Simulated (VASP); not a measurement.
A run of VASP 6.6.1 is set up as follows.

File INCAR:

```
SYSTEM = Ru16N
PREC = Accurate
ENCUT = 520
EDIFF = 1E-6
ISMEAR = 0
SIGMA = 0.1
LREAL = Auto
LASPH = .TRUE.
NELM = 60
ALGO = Normal
ISIF = 2
LWAVE = .FALSE.
LCHARG = .FALSE.
LDIPOL = .TRUE.
IDIPOL = 3
DIPOL = 0.5 0.5 0.342
GGA = PE
NBANDS = 128
```

Contents of KPOINTS:

```
regular mesh
0
G
  6 6 1
  0 0 0
```

POSCAR

```
Ru16N
1.0
    5.4400501761      0.0000000000      0.0000000000
   -2.7200250880      4.7112216504      0.0000000000
    0.0000000000      0.0000000000     21.8659169401
Ru N
16 1
Direct
    0.3333333333      0.1666666666      0.1829331014
    0.3333333333      0.6666666666      0.1829331014
    0.8333333333      0.1666666667      0.1829331014
    0.8333333333      0.6666666666      0.1829331014
    0.1666666667      0.3333333333      0.2811857727
    0.1666666667      0.8333333333      0.2811857727
    0.6666666667      0.3333333333      0.2811857727
    0.6666666667      0.8333333333      0.2811857727
    0.3333333333      0.1666666666      0.3790822100
    0.3333333333      0.6666666666      0.3790822100
    0.8333333333      0.1666666667      0.3790822100
    0.8333333333      0.6666666666      0.3790822100
    0.1666666667      0.3333333333      0.4740673336
    0.1666666667      0.8333333333      0.4740673336
    0.6666666667      0.3333333333      0.4740673336
    0.6666666667      0.8333333333      0.4740673336
    0.3333333333      0.4166666666      0.5438915445
```

Potentials or basis: VASP PAW PBE potentials, release 64 (Ru_pv, N).

Run with:

```sh
$ cat potpaw_PBE.64/Ru_pv/POTCAR potpaw_PBE.64/N/POTCAR > POTCAR
$ mpirun -np 1 vasp_std > vasp.out
```

(1) Estimate the band gap on the k mesh.

(2) Predict the largest force.

Results:

(1) zero (an odd number of electrons rules out a gap without spin polarisation).

(2) 1.322 eV/Å.
